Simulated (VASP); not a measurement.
# W (Pm-3n) in VASP: a series of runs

Runs on W. Level: PBEsol. Tasks: single point.

All numbers are computed with VASP 6.6.1; they aren't measurements. Logs are shortened: lines on timing, memory, paths and dates and some standing lists are left out, and cuts for length are marked.

### 1 The cell of the first run

Symmetry: Pm-3n, No. 223, cubic system. Conventional cell: a = 4.899 Å, b = 4.899 Å, c = 4.899 Å, α = 90.00°, β = 90.00°, γ = 90.00°. W (site symmetry -4m2) has 14 W at 2.45 to 3.00 Å within 3.2 Å. Within 3.6 Å of W (site symmetry m-3) lie 12 W at 2.74 Å.

### 2 Single point, PBEsol

The input, INCAR:

```
SYSTEM = W
ALGO = Normal ; EDIFF = 1E-6
ENCUT = 520 ; GGA = PS
ISIF = 2 ; ISMEAR = -1
LASPH = .TRUE. ; LCHARG = .FALSE.
LREAL = .FALSE. ; LWAVE = .FALSE.
NBANDS = 66 ; NELM = 100
PREC = Accurate ; SIGMA = 0.05
```

The input, KPOINTS:

```
k-points
0
G
  5 5 5
  0 0 0
```

The input, POSCAR:

```
W
1.0
    4.8992399889      0.0000000000      0.0000000000
    0.0000000000      4.8992399889      0.0000000000
    0.0000000000      0.0000000000      4.8992399889
W
8
Direct
    0.5000000000      0.2500000000      0.0000000000
    0.5000000000      0.7500000000      0.0000000000
    0.7500000000      0.0000000000      0.5000000000
    0.2500000000      0.0000000000      0.5000000000
    0.0000000000      0.5000000000      0.7500000000
    0.0000000000      0.5000000000      0.2500000000
    0.5000000000      0.5000000000      0.5000000000
    0.0000000000      0.0000000000      0.0000000000
```

Potentials or basis: VASP PAW PBE potentials, release 64 (W_sv).

Started as:

```sh
$ cat potpaw_PBE.64/W_sv/POTCAR > POTCAR
$ mpirun -np 1 vasp_std > vasp.out
```

OUTCAR:

```text
SYSTEM = W
   EDIFF = 1E-6
   ENCUT = 520
   GGA = PS
   ISIF = 2
   ISMEAR = -1
   LASPH = .TRUE.
   LREAL = .FALSE.
   NELM = 100
   PREC = Accurate

 ion  position               nearest neighbor table
   1  0.500  0.250  0.000-   2 2.45   2 2.45   8 2.74   7 2.74   7 2.74   8 2.74   4 3.00   3 3.00
                             4 3.00   5 3.00   6 3.00   5 3.00   6 3.00   3 3.00
   2  0.500  0.750  0.000-   1 2.45   1 2.45   8 2.74   7 2.74   7 2.74   8 2.74   4 3.00   3 3.00
                             4 3.00   5 3.00   6 3.00   5 3.00   6 3.00   3 3.00
   3  0.750  0.000  0.500-   4 2.45   4 2.45   8 2.74   8 2.74   7 2.74   7 2.74   1 3.00   1 3.00
                             2 3.00   5 3.00   5 3.00   6 3.00   6 3.00   2 3.00
   4  0.250  0.000  0.500-   3 2.45   3 2.45   8 2.74   8 2.74   7 2.74   7 2.74   1 3.00   1 3.00
                             2 3.00   5 3.00   5 3.00   6 3.00   6 3.00   2 3.00
   5  0.000  0.500  0.750-   6 2.45   6 2.45   8 2.74   7 2.74   8 2.74   7 2.74   3 3.00   4 3.00
                             3 3.00   4 3.00   1 3.00   1 3.00   2 3.00   2 3.00
   6  0.000  0.500  0.250-   5 2.45   5 2.45   8 2.74   7 2.74   8 2.74   7 2.74   3 3.00   4 3.00
                             3 3.00   4 3.00   1 3.00   1 3.00   2 3.00   2 3.00
   7  0.500  0.500  0.500-   1 2.74   2 2.74   3 2.74   4 2.74   5 2.74   6 2.74   1 2.74   2 2.74
                             3 2.74   4 2.74   5 2.74   6 2.74
   8  0.000  0.000  0.000-   1 2.74   2 2.74   3 2.74   4 2.74   5 2.74   6 2.74   3 2.74   4 2.74
                             5 2.74   6 2.74   1 2.74   2 2.74

  LATTYP: Found a simple cubic cell.
 ALAT       =     4.8992399889

  Lattice vectors:

 A1 = (   4.8992399889,   0.0000000000,   0.0000000000)
 A2 = (   0.0000000000,   4.8992399889,   0.0000000000)
 A3 = (   0.0000000000,   0.0000000000,   4.8992399889)

Analysis of symmetry for initial positions (statically):
=====================================================================
 Subroutine PRICEL returns:
 Original cell was already a primitive cell.

 Routine SETGRP: Setting up the symmetry group for a
 simple cubic supercell.

 Subroutine GETGRP returns: Found 48 space group operations
 (whereof 24 operations were pure point group operations)
 out of a pool of 48 trial point group operations.

The static configuration has the point symmetry T_h .
 The point group associated with its full space group is O_h .

Analysis of symmetry for dynamics (positions and initial velocities):
=====================================================================
 Subroutine PRICEL returns:
 Original cell was already a primitive cell.

 Routine SETGRP: Setting up the symmetry group for a
 simple cubic supercell.

 Subroutine GETGRP returns: Found 48 space group operations
 (whereof 24 operations were pure point group operations)
 out of a pool of 48 trial point group operations.

The dynamic configuration has the point symmetry T_h .
 The point group associated with its full space group is O_h .

 Subroutine INISYM returns: Found 48 space group operations
 (whereof 24 operations are pure point group operations),
 and found     1 'primitive' translations

----------------------------------------------------------------------------------------

                                     Primitive cell

  volume of cell :     117.5943

  direct lattice vectors                    reciprocal lattice vectors
     4.899239989  0.000000000  0.000000000     0.204113292  0.000000000  0.000000000
     0.000000000  4.899239989  0.000000000     0.000000000  0.204113292  0.000000000
     0.000000000  0.000000000  4.899239989     0.000000000  0.000000000  0.204113292

  length of vectors
     4.899239989  4.899239989  4.899239989     0.204113292  0.204113292  0.204113292

  position of ions in fractional coordinates (direct lattice)
     0.500000000  0.250000000  0.000000000
     0.500000000  0.750000000  0.000000000
     0.750000000  0.000000000  0.500000000
     0.250000000  0.000000000  0.500000000
     0.000000000  0.500000000  0.750000000
     0.000000000  0.500000000  0.250000000
     0.500000000  0.500000000  0.500000000
     0.000000000  0.000000000  0.000000000

  ion indices of the primitive-cell ions
   primitive index   ion index
                 1           1
                 2           2
                 3           3
                 4           4
                 5           5
                 6           6
                 7           7
                 8           8

----------------------------------------------------------------------------------------

 KPOINTS: k-points

Automatic generation of k-mesh.
 Grid dimensions read from file:
 generate k-points for:    5    5    5

 Generating k-lattice:

  Cartesian coordinates                     Fractional coordinates (reciprocal lattice)
     0.040822658  0.000000000  0.000000000     0.200000000  0.000000000  0.000000000
     0.000000000  0.040822658  0.000000000     0.000000000  0.200000000  0.000000000
     0.000000000  0.000000000  0.040822658     0.000000000  0.000000000  0.200000000

  Length of vectors
     0.040822658  0.040822658  0.040822658

  Shift w.r.t. Gamma in fractional coordinates (k-lattice)
     0.000000000  0.000000000  0.000000000

 Subroutine IBZKPT returns following result:
 ===========================================

 Found     10 irreducible k-points:

 Following reciprocal coordinates:
            Coordinates               Weight
  0.000000  0.000000  0.000000      1.000000
  0.200000  0.000000  0.000000      6.000000
  0.400000  0.000000  0.000000      6.000000
  0.200000  0.200000  0.000000     12.000000
  0.400000  0.200000  0.000000     24.000000
  0.400000  0.400000  0.000000     12.000000
  0.200000  0.200000  0.200000      8.000000
  0.400000  0.200000  0.200000     24.000000
  0.400000  0.400000  0.200000     24.000000
  0.400000  0.400000  0.400000      8.000000
   k-points           NKPTS =     10   k-points in BZ     NKDIM =     10   number of bands    NBANDS=     66
   number of dos      NEDOS =    301   number of ions     NIONS =      8
   total plane-waves  NPLWV =  46656
   dimension x,y,z NGX =    36 NGY =   36 NGZ =   36
   dimension x,y,z NGXF=    72 NGYF=   72 NGZF=   72
   ions per type =               8
   NGX,Y,Z   is equivalent  to a cutoff of  12.22, 12.22, 12.22 a.u.
   NGXF,Y,Z  is equivalent  to a cutoff of  24.43, 24.43, 24.43 a.u.
 SYSTEM =  W
   PREC   = accura    normal or accurate (medium, high low for compatibility)
   ISTART =      0    job   : 0-new  1-cont  2-samecut
   ICHARG =      2    charge: 1-file 2-atom 10-const
   ISPIN  =      1    spin polarized calculation?
   LNONCOLLINEAR =      F non collinear calculations
   LSORBIT =      F    spin-orbit coupling
   LASPH  =      T    aspherical Exc in radial PAW
   ENCUT  =  520.0 eV  38.22 Ry    6.18 a.u.   9.11  9.11  9.11*2*pi/ulx,y,z
   NELM   =    100;   NELMIN=  2; NELMDL= -5     # of ELM steps
   EDIFF  = 0.1E-05   stopping-criterion for ELM
   LREAL  =      F    real-space projection
   EDIFFG = 0.1E-04   stopping-criterion for IOM
   NSW    =      0    number of steps for IOM
   IBRION =     -1    ionic relax: 0-MD 1-quasi-New 2-CG
   NFREE  =      0    steps in history (QN), initial steepest desc. (CG)
   ISIF   =      2    stress and relaxation
   ISYM   =      2    0-nonsym 1-usesym 2-fastsym
   POTIM  = 0.5000    time-step for ionic-motion
   TEBEG  =    0.0;   TEEND  =   0.0 temperature during run
   PSTRESS=    0.0 pullay stress
   NELECT =     112.0000    total number of electrons
   NUPDOWN=      -1.0000    fix difference up-down
   EMIN   =  10.00;   EMAX   =-10.00  energy-range for DOS
   EFERMI =   0.00;   METHOD = LEGACY
   ISMEAR =    -1;   SIGMA  =   0.05  broadening in eV -4-tet -1-fermi 0-gaus
   EFERMI_NEDOS =   21; number of points for ismear=-14 and -15
   IALGO  =     38    algorithm
   IMIX   =      4    mixing-type and parameters
     AMIX     =   0.40;   BMIX     =  1.00
     AMIX_MAG =   1.60;   BMIX_MAG =  1.00
  volume/ion in A,a.u.               =      14.70        99.20
  Fermi-wavevector in a.u.,A,eV,Ry     =   1.610715  3.043811 35.299008  2.594404
  Thomas-Fermi vector in A             =   2.706221
   LORBIT       =      0    0 simple, 1 ext, 2 COOP (PROOUT), +10 PAW based schemes
   GGA     = PS    functional components
   LHFCALC =     F    Hartree Fock is set to
   AEXX    =    0.0000 exact exchange contribution
   IVDW    =     0    specifies the selected vdW correction
   LEPSILON=     F    determine dielectric tensor
   LRPA    =     F    only Hartree local field effects (RPA)
 non-spin polarized calculation
  energy-cutoff  :      520.00
  volume of cell :      117.59
 maximum number of plane-waves:      3177
   NGX = 19   NGY = 19   NGZ = 19

 number of electron     112.0000030 magnetization

 Free energy of the ion-electron system (eV)
  ---------------------------------------------------
  ext. energy  EPLUGINS =         0.00000000
  ---------------------------------------------------
  free energy    TOTEN  =      -108.76449621 eV

  energy without entropy =     -108.74632319  energy(sigma->0) =     -108.75540970

 E-fermi :  12.0821     XC(G=0): -14.1777

 val. band max:       11.9432831615   @ k =   0.2000   0.0000   0.0000
 cond. band min:      12.1490653764   @ k =   0.4000   0.0000   0.0000
 fundamental gap:      0.2057822149
 Fermi energy:        12.0820946647

 k-point     1 :       0.0000    0.0000    0.0000
  band No.  band energies     occupation
      1     -61.7116      2.00000
      2     -61.6330      2.00000
      3     -61.6330      2.00000
      4     -61.4284      2.00000
      5     -61.4284      2.00000
      6     -61.4284      2.00000
[... 58 lines left out ...]
     65      14.1770      0.00000
     66      15.5047      0.00000

 k-point     2 :       0.2000    0.0000    0.0000
  band No.  band energies     occupation
      1     -61.6990      2.00000
      2     -61.6372      2.00000
      3     -61.6182      2.00000
      4     -61.4512      2.00000
      5     -61.4284      2.00000
      6     -61.4284      2.00000
[... 58 lines left out ...]
     65      15.0583      0.00000
     66      15.2038      0.00000

 k-point     3 :       0.4000    0.0000    0.0000
  band No.  band energies     occupation
      1     -61.6730      2.00000
      2     -61.6505      2.00000
      3     -61.5729      2.00000
      4     -61.5081      2.00000
      5     -61.4285      2.00000
      6     -61.4285      2.00000
[... 58 lines left out ...]
     65      15.2214      0.00000
     66      15.2625      0.00000

 k-point     4 :       0.2000    0.2000    0.0000
  band No.  band energies     occupation
      1     -61.6865      2.00000
      2     -61.6305      2.00000
      3     -61.6141      2.00000
      4     -61.4515      2.00000
      5     -61.4505      2.00000
      6     -61.4284      2.00000
[... 58 lines left out ...]
     65      15.3761      0.00000
     66      15.4204      0.00000

 k-point     5 :       0.4000    0.2000    0.0000
  band No.  band energies     occupation
      1     -61.6634      2.00000
      2     -61.6362      2.00000
      3     -61.5730      2.00000
      4     -61.5079      2.00000
      5     -61.4507      2.00000
      6     -61.4284      2.00000
[... 58 lines left out ...]
     65      14.6778      0.00000
     66      15.6889      0.00000

 k-point     6 :       0.4000    0.4000    0.0000
  band No.  band energies     occupation
      1     -61.6541      2.00000
      2     -61.5929      2.00000
      3     -61.5666      2.00000
      4     -61.5133      2.00000
      5     -61.5014      2.00000
      6     -61.4284      2.00000
[... 58 lines left out ...]
     65      14.8991      0.00000
     66      15.3777      0.00000

 k-point     7 :       0.2000    0.2000    0.2000
  band No.  band energies     occupation
      1     -61.6728      2.00000
      2     -61.6173      2.00000
      3     -61.6173      2.00000
      4     -61.4512      2.00000
      5     -61.4512      2.00000
      6     -61.4501      2.00000
[... 58 lines left out ...]
     65      14.5822      0.00000
     66      16.1032      0.00000

 k-point     8 :       0.4000    0.2000    0.2000
  band No.  band energies     occupation
      1     -61.6474      2.00000
      2     -61.6282      2.00000
      3     -61.5732      2.00000
      4     -61.5077      2.00000
      5     -61.4506      2.00000
      6     -61.4504      2.00000
[... 58 lines left out ...]
     65      14.9597      0.00000
     66      15.4365      0.00000

 k-point     9 :       0.4000    0.4000    0.2000
  band No.  band energies     occupation
      1     -61.6333      2.00000
      2     -61.5887      2.00000
      3     -61.5675      2.00000
      4     -61.5116      2.00000
      5     -61.5026      2.00000
      6     -61.4502      2.00000
[... 58 lines left out ...]
     65      14.9305      0.00000
     66      15.0427      0.00000

 k-point    10 :       0.4000    0.4000    0.4000
  band No.  band energies     occupation
      1     -61.5851      2.00000
      2     -61.5720      2.00000
      3     -61.5720      2.00000
      4     -61.5081      2.00000
      5     -61.5081      2.00000
      6     -61.5036      2.00000
[... 58 lines left out ...]
     65      15.0771      0.00000
     66      15.0822      0.00000

------------------------ aborting loop because EDIFF is reached ----------------------------------------

  FORCE on cell =-STRESS in cart. coord.  units (eV):
  Direction    XX          YY          ZZ          XY          YZ          ZX
  --------------------------------------------------------------------------------------
  -------------------------------------------------------------------------------------
  Total       22.9369836     22.9369836     22.9369836     -0.0000000      0.0000000      0.0000000
  in kB      312.5077158    312.5077158    312.5077158     -0.0000000      0.0000000      0.0000000
  external PRESSURE =     312.5077158 kB  Pullay stress =       0.0000000 kB

 VOLUME and BASIS-vectors are now :
 -----------------------------------------------------------------------------
  energy-cutoff  :      520.00
  volume of cell :      117.59
      direct lattice vectors                 reciprocal lattice vectors
     4.899239989  0.000000000  0.000000000     0.204113292  0.000000000  0.000000000
     0.000000000  4.899239989  0.000000000     0.000000000  0.204113292  0.000000000
     0.000000000  0.000000000  4.899239989     0.000000000  0.000000000  0.204113292

 POSITION                                       TOTAL-FORCE (eV/Angst)
 -----------------------------------------------------------------------------------
      2.44962      1.22481      0.00000         0.000000     -0.000000      0.000000
      2.44962      3.67443      0.00000        -0.000000      0.000000     -0.000000
      3.67443      0.00000      2.44962         0.000000     -0.000000      0.000000
      1.22481      0.00000      2.44962        -0.000000      0.000000      0.000000
      0.00000      2.44962      3.67443        -0.000000     -0.000000     -0.000000
      0.00000      2.44962      1.22481        -0.000000      0.000000      0.000000
      2.44962      2.44962      2.44962         0.000000      0.000000     -0.000000
      0.00000      0.00000      0.00000         0.000000      0.000000     -0.000000
 -----------------------------------------------------------------------------------
    total drift:                                0.000000      0.000000     -0.000000

  FREE ENERGIE OF THE ION-ELECTRON SYSTEM (eV)
  ---------------------------------------------------
  free  energy   TOTEN  =      -108.7644962096 eV

  energy  without entropy=     -108.7463231948  energy(sigma->0) =     -108.75540970
```

It took 39 s on 1 thread of AMD EPYC 9R45 (Zen 5), shared host; peak memory 0.2 GiB.

What came out:

```yaml
Free_energy: -108.7645 eV
Pressure: 31.3 GPa
Band_gap_on_the_k_mesh: zero (bands 56 and 57 overlap by 0.73 eV)
```

Levels at points of the mesh, in eV from the Fermi level:
```tsv
k point	band 54	band 55	band 56	band 57	band 58	band 59
(0.00, 0.00, 0.00)	-1.61	-0.55	-0.55	-0.55	1.87	1.87
```

Caveat: the cell stands under pressure; the PAW data sets were made with another functional, which shifts forces and pressure a little; spin-orbit coupling is left out, which moves the levels of the heavy elements.

### 3 Single point, PBEsol

This run uses another cell than the first one, of 15.05 Å³/atom.

The input, INCAR:

```
SYSTEM = W
PREC     = Accurate       ! precision mode
ENCUT    = 520            ! plane-wave cutoff, eV
EDIFF    = 1E-6           ! SCF threshold, eV
ISMEAR   = -1             ! smearing method
SIGMA    = 0.05           ! smearing width, eV
LREAL    = .False.        ! projectors in reciprocal space
LASPH    = .True.         ! aspherical terms in the spheres
NELM     = 80             ! most SCF steps
ALGO     = Fast           ! electronic algorithm
ISIF     = 2              ! what is computed and relaxed
LWAVE    = .False.        ! write WAVECAR
LCHARG   = .False.        ! write CHGCAR
GGA      = PS             ! functional
NBANDS   = 66             ! bands
```

The input, KPOINTS:

```
Automatic mesh
0
Gamma
  5 5 5
  0 0 0
```

POSCAR, as its differences from that of step 2:

```diff
@@ -2,5 +2,5 @@
 1.0
-    4.8992399889      0.0000000000      0.0000000000
-    0.0000000000      4.8992399889      0.0000000000
-    0.0000000000      0.0000000000      4.8992399889
+    4.9383318807      0.0000000000      0.0000000000
+    0.0000000000      4.9383318807      0.0000000000
+    0.0000000000      0.0000000000      4.9383318807
 W
```

Potentials or basis: VASP PAW PBE potentials, release 64 (W_sv).

Started as:

```sh
$ cat potpaw_PBE.64/W_sv/POTCAR > POTCAR
$ mpirun -np 1 vasp_std > vasp.out
```

It took 62 s on 1 thread of AMD EPYC 9R45 (Zen 5), shared host; peak memory 0.22 GiB.

It converged, with:

```yaml
Free_energy: -109.2286 eV
Pressure: 21.1 GPa
Band_gap_on_the_k_mesh: zero (bands 56 and 57 overlap by 0.68 eV)
```

Levels at points of the mesh, in eV from the Fermi level:
```tsv
k point	band 52	band 53	band 54	band 55	band 56	band 57	band 58	band 59	band 60	band 61
(0.00, 0.00, 0.00)	-1.98	-1.57	-1.57	-0.53	-0.53	-0.53	1.81	1.81	1.81	1.86
```

Caveat: the cell stands under pressure; the PAW data sets were made with another functional, which shifts forces and pressure a little; spin-orbit coupling is left out, which moves the levels of the heavy elements.
